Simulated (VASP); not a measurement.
Input of a VASP 6.6.1 run:

File INCAR:

```
SYSTEM = Al
PREC     = Accurate       ! precision mode
ENCUT    = 520            ! plane-wave cutoff, eV
EDIFF    = 1E-6           ! SCF threshold, eV
ISMEAR   = 0              ! smearing method
SIGMA    = 0.15           ! smearing width, eV
LREAL    = .FALSE.        ! projectors in reciprocal space
LASPH    = .TRUE.         ! aspherical terms in the spheres
NELM     = 100            ! most SCF steps
ALGO     = Fast           ! electronic algorithm
ISIF     = 2              ! what is computed and relaxed
LWAVE    = .FALSE.        ! write WAVECAR
LCHARG   = .FALSE.        ! write CHGCAR
GGA      = PE             ! functional
NBANDS   = 8              ! bands
```

KPOINTS

```
regular mesh
0
G
  20 20 20
  0 0 0
```

Contents of POSCAR:

```
Al
1.0
    0.0000000000      1.8620616000      1.9430208000
    1.8620616000      0.0000000000      1.9430208000
    1.8620616000      1.8620616000      0.0000000000
Al
1
Direct
    0.0000000000      0.0000000000      0.0000000000
```

Potentials or basis: VASP PAW PBE potentials, release 64 (Al).

Launch:

```bash
$ cat potpaw_PBE.64/Al/POTCAR > POTCAR
$ mpirun -np 1 vasp_std > vasp.out
```

Question: Predict the band gap on the k mesh.

Answer: Zero (an odd number of electrons rules out a gap without spin polarisation).

Question: Predict the pressure.

Answer: 25.0 GPa.

Stress tensor (GPa, compression positive):
```
26.84  0.00  0.00
 0.00 26.84  0.00
 0.00  0.00 21.20
```

Caveat: the cell differs from its parent crystal (strain -0.080 along x and y, -0.040 along z); the cell stands under pressure.
